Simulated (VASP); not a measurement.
Wanted: the native input for a VASP 6.6.1 run.

| Item | Value |
| --- | --- |
| Task | single point |
| Functional | HSE06 |
| Potentials or basis | VASP PAW PBE potentials, release 64 (Al, N) |
| Cutoff | 520 eV |
| k mesh | 6 × 6 × 6 |
| Occupations | gaussian, width 0.01 eV |
| Spin | no spin polarisation |
| Dipole correction | no |
| Grid for exact exchange (PRECFOCK) | Normal |
| Further INCAR settings | ALGO = Normal; EDIFF = 1e-06; NBANDS = 11 |
| Screening parameter | 0.2079 1/Å |

Crystal: AlN.

```
Al N
1.0
     0.00000    2.18488    2.18488
     2.18488    0.00000    2.18488
     2.18488    2.18488    0.00000
Al N
1 1
Cartesian
  0.0000 0.0000 0.0000
  1.0924 1.0924 1.0924
```

One way to write it, as run:

POSCAR

```
AlN
1.0
    0.0000000000      2.1848764218      2.1848764218
    2.1848764218      0.0000000000      2.1848764218
    2.1848764218      2.1848764218      0.0000000000
Al N
1 1
Direct
    0.0000000000      0.0000000000      0.0000000000
    0.2500000000      0.2500000000      0.2500000000
```

INCAR.step1

```
SYSTEM = AlN
ALGO = Normal
EDIFF = 1E-5
ENCUT = 520
GGA = PE
ISIF = 2
ISMEAR = 0
LASPH = .TRUE.
LREAL = .FALSE.
LWAVE = .TRUE.
NBANDS = 11
NELM = 100
PREC = Accurate
SIGMA = 0.01
```

INCAR.step2

```
SYSTEM = AlN
ALGO = Normal
EDIFF = 1E-6
ENCUT = 520
GGA = PE
HFSCREEN = 0.2079
ISIF = 2
ISMEAR = 0
ISTART = 1
LASPH = .TRUE.
LCHARG = .TRUE.
LELF = .TRUE.
LHFCALC = .TRUE.
LREAL = .FALSE.
LVHAR = .TRUE.
LWAVE = .FALSE.
NBANDS = 11
NELM = 100
PREC = Accurate
PRECFOCK = Normal
SIGMA = 0.01
```

KPOINTS

```
k-points
0
G
  6 6 6
  0 0 0
```

Potentials or basis: VASP PAW PBE potentials, release 64 (Al, N).

The run is started by

```sh
$ cat potpaw_PBE.64/Al/POTCAR potpaw_PBE.64/N/POTCAR > POTCAR
$ cp INCAR.step1 INCAR
$ mpirun -np 1 vasp_std > vasp.out
$ cp INCAR.step2 INCAR
$ mpirun -np 1 vasp_std > vasp.out
```

It gave:

```json
{
 "Pressure": "-0.8 GPa",
 "Band gap on the k mesh": "4.55 eV, indirect (least direct gap 5.54 eV)"
}
```

Caveat: the PAW data sets were made with another functional, which shifts forces and pressure a little.

It took 6.9 min on 1 thread of Intel Xeon 6975P-C, on a shared host, peak memory 0.24 GiB.
